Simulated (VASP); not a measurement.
Set up this calculation in VASP 6.6.1, as the native input.

| Quantity | Value |
| --- | --- |
| Task | relaxation of cell and atoms |
| Functional | LDA |
| Potentials or basis | VASP PAW LDA potentials, release 64 (Sr_sv, Cl) |
| Cutoff | 600 eV |
| k mesh | 6 × 6 × 6 |
| Occupations | fermi-dirac, width 0.02 eV |
| Spin | no spin polarisation |
| Dipole correction | no |
| Further INCAR settings | ALGO = Normal; EDIFF = 1e-06; IBRION = 2; EDIFFG = -0.005; NSW = 80; ISIF = 3 |

The structure of SrCl2 lies in POSCAR:

```
SrCl2
1.0
    0.0000000000      3.5193856312      3.5193856312
    3.5193856312      0.0000000000      3.5193856312
    3.5193856312      3.5193856312      0.0000000000
Sr Cl
1 2
Direct
    0.0000000000      0.0000000000      0.0000000000
    0.7500000000      0.7500000000      0.7500000000
    0.2500000000      0.2500000000      0.2500000000
```

One way to write it, as run:

INCAR

```
SYSTEM = SrCl2
  ALGO = Normal
  EDIFF = 1E-6
  EDIFFG = -0.005
  ENCUT = 600
  GGA = CA
  IBRION = 2
  ISIF = 3
  ISMEAR = -1
  LASPH = .TRUE.
  LCHARG = .FALSE.
  LREAL = .FALSE.
  LWAVE = .FALSE.
  NELM = 100
  NSW = 80
  PREC = Accurate
  SIGMA = 0.02
```

KPOINTS

```
k-points
0
G
  6 6 6
  0 0 0
```

Potentials or basis: VASP PAW LDA potentials, release 64 (Sr_sv, Cl).

Run with:

```console
$ cat potpaw_LDA.64/Sr_sv/POTCAR potpaw_LDA.64/Cl/POTCAR > POTCAR
$ mpirun -np 1 vasp_std > vasp.out
```

It gave:

```yaml
Relaxed_volume: 26.35 Å³/atom
Relaxed_cell: a = 4.817 Å, b = 4.817 Å, c = 4.817 Å, α = 60.00°, β = 60.00°, γ = 60.00°
Space_group_after_relaxing_to_0.05_Å: Fm-3m (No. 225)
Energy_gained_by_relaxing: 32.3 meV/atom
Ionic_steps: 3
Pressure_after_relaxing: 0.0 GPa
Band_gap_on_the_k_mesh: 5.10 eV, direct
```

It took 74 s on 1 thread of Intel(R) Xeon(R) Platinum 8259CL CPU @ 2.50GHz (Skylake/Cascade Lake), on a shared host, peak memory 0.21 GiB.
